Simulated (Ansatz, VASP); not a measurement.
# One calculation of MgH, two programs

POSCAR

```
MgH
1.0
    3.0655768325      0.0000000000      0.0000000000
   -1.5327884163      2.6548674142      0.0000000000
    0.0000000000      0.0000000000     12.6555672234
Mg H
4 4
Direct
    1.0000000000      0.0000000000      0.0000000000
    0.3333333333      0.6666666667      0.2500000000
    1.0000000000      1.0000000000      0.5000000000
    0.6666666667      0.3333333333      0.7500000000
    0.0000000000      0.0000000000      0.8352569101
    0.0000000000      0.0000000000      0.1647430899
    0.0000000000      0.0000000000      0.3352569101
    0.0000000000      0.0000000000      0.6647430899
```

File INCAR.step1:

```
SYSTEM = MgH
  PREC = Accurate
  ENCUT = 600
  ISMEAR = 0
  SIGMA = 0.1
  LREAL = .FALSE.
  LASPH = .TRUE.
  NELM = 60
  GGA = PE
  ALGO = Normal
  EDIFF = 1E-4
  LWAVE = .TRUE.
  LCHARG = .FALSE.
```

Contents of INCAR.step2:

```
SYSTEM = MgH
  PREC = Accurate
  ENCUT = 600
  EDIFF = 1E-6
  ISMEAR = 0
  SIGMA = 0.1
  LREAL = .FALSE.
  LASPH = .TRUE.
  NELM = 60
  ALGO = Normal
  ISIF = 3
  LWAVE = .FALSE.
  LCHARG = .FALSE.
  METAGGA = R2SCAN
  LMIXTAU = .TRUE.
  IBRION = 2
  NSW = 90
  EDIFFG = -0.025
  ISTART = 1
```

The input KPOINTS:

```
regular mesh
0
G
  12 12 4
  0 0 0
```

Input for Ansatz:

```yaml
crystal:
  lattice:
    - [3.0655768325, 0.0, 0.0]
    - [-1.5327884163, 2.6548674142, 0.0]
    - [0.0, 0.0, 12.6555672234]
  atoms:
    - { symbol: Mg, position: [1.0, 0.0, 0.0] }
    - { symbol: Mg, position: [0.3333333333, 0.6666666667, 0.25] }
    - { symbol: Mg, position: [1.0, 1.0, 0.5] }
    - { symbol: Mg, position: [0.6666666667, 0.3333333333, 0.75] }
    - { symbol: H, position: [0.0, 0.0, 0.8352569101] }
    - { symbol: H, position: [0.0, 0.0, 0.1647430899] }
    - { symbol: H, position: [0.0, 0.0, 0.3352569101] }
    - { symbol: H, position: [0.0, 0.0, 0.6647430899] }
basis:
  ecutwfc: 500
kpoints:
  mp_grid: { grid: [12, 12, 4] }
hamiltonian:
  xc: r2scan
scf:
  occupations: { method: gaussian, width: 0.1 }
output:
  forces: true
  stress: true
  eigenvalues: true
relax:
  adjacent_minimum: "off"
  f_tol: 0.025
  max_steps: 70
  cell: { stress_tol: 0.12 }
```

Alike in both runs: task relaxation of cell and atoms; functional r2SCAN; k mesh 12 × 12 × 4; occupations gaussian, width 0.1 eV; no spin polarisation.

```csv
,VASP,Ansatz
version,VASP 6.6.1,Ansatz 0.2.0
potentials or method,"VASP PAW PBE potentials, release 64 (Mg, H), cutoff 600 eV","scalar-relativistic, plane waves, PAW"
valence electrons in the cell,12,44
```

Ansatz gave:

```
gap on the k mesh at the Fermi level, each at its own relaxed structure (eV) : none
relaxed volume (Å³/atom)                                                     : 12.88
relaxed cell length with the largest relative difference (Å)                 : 12.669
```

Question: Which values does VASP return?

Answer: gap on the k mesh at the Fermi level, each at its own relaxed structure (eV): none; relaxed volume (Å³/atom): 12.83; relaxed cell length with the largest relative difference (Å): 12.650.

VASP's potentials were made for PBE, not for r2SCAN. A gap of «none» marks a metal or a gap that the smearing closes. VASP's potentials hold 12 valence electrons a cell and Ansatz's 44, so a difference there can come from the potentials and not from the codes.
